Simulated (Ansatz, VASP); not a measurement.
One calculation of C, two programs

INCAR

```
SYSTEM = C
PREC = Accurate
ENCUT = 520
EDIFF = 1E-7
ISMEAR = 0
SIGMA = 0.05
LREAL = .FALSE.
LASPH = .TRUE.
NELM = 80
ALGO = Normal
ISIF = 2
LWAVE = .FALSE.
LCHARG = .FALSE.
GGA = CA
NBANDS = 26
```

File KPOINTS:

```
Automatic mesh
0
G
  6 6 10
  0 0 0
```

The input POSCAR:

```
C
1.0
    1.9455273048     -4.3337146136      0.0000000000
    1.9455273048      4.3337146136      0.0000000000
    0.0000000000      0.0000000000      2.4856616114
C
8
Direct
    0.6482879639      0.9815881366      0.0000000000
    0.3517120361      0.0184118634      0.0000000000
    0.0184118634      0.3517120361      0.0000000000
    0.9815881366      0.6482879639      0.0000000000
    0.4045540954      0.2260768148      0.5000000000
    0.5954459046      0.7739231852      0.5000000000
    0.7739231852      0.5954459046      0.5000000000
    0.2260768148      0.4045540954      0.5000000000
```

Input for Ansatz:

```yaml
crystal:
  lattice:
    - [1.9455273048, -4.3337146136, 0.0]
    - [1.9455273048, 4.3337146136, 0.0]
    - [0.0, 0.0, 2.4856616114]
  atoms:
    - { symbol: C, position: [0.6482879639, 0.9815881366, 0.0] }
    - { symbol: C, position: [0.3517120361, 0.0184118634, 0.0] }
    - { symbol: C, position: [0.0184118634, 0.3517120361, 0.0] }
    - { symbol: C, position: [0.9815881366, 0.6482879639, 0.0] }
    - { symbol: C, position: [0.4045540954, 0.2260768148, 0.5] }
    - { symbol: C, position: [0.5954459046, 0.7739231852, 0.5] }
    - { symbol: C, position: [0.7739231852, 0.5954459046, 0.5] }
    - { symbol: C, position: [0.2260768148, 0.4045540954, 0.5] }
basis:
  ecutwfc: 420
kpoints:
  mp_grid: { grid: [6, 6, 10] }
hamiltonian:
  xc: lda
scf:
  occupations: { method: gaussian, width: 0.05 }
output:
  forces: true
  stress: true
  eigenvalues: true
```

Change from the starting cell: strain -0.0750 x Voigt [1, 0, 0, 0, 0, 0], atoms carried along.

Alike in both runs: task single point; functional LDA; k mesh 6 × 6 × 10; occupations gaussian, width 0.05 eV; no spin polarisation.

|  | VASP | Ansatz |
| --- | --- | --- |
| version | VASP 6.6.1 | Ansatz 0.2.0 |
| potentials or method | VASP PAW LDA potentials, release 64 (C), cutoff 520 eV | scalar-relativistic, plane waves, PAW |
| valence electrons in the cell | 32 | 32 |

VASP gave:

| Quantity | Value |
| --- | --- |
| gap on the k mesh at the Fermi level (eV) | 2.47 |
| least direct gap on the mesh (eV) | 3.99 |
| pressure (GPa) | 46.0 |
| traceless stress, the component that is largest in VASP (GPa) | 80.20 |
| rms of the force components (eV/Å) | 0.827 |

Q: Estimate Ansatz's values.

A: gap on the k mesh at the Fermi level (eV): 2.49; least direct gap on the mesh (eV): 4.00; pressure (GPa): 44.1; traceless stress, the component that is largest in VASP (GPa): 79.88; rms of the force components (eV/Å): 0.809.

LDA's correlation is that of Perdew and Zunger in VASP and of Perdew and Wang (1992) in Ansatz. Atom by atom the forces differ by 0.019 eV/Å (rms over components). Both programs put the cell under a high pressure, so it lies far from rest at this level.
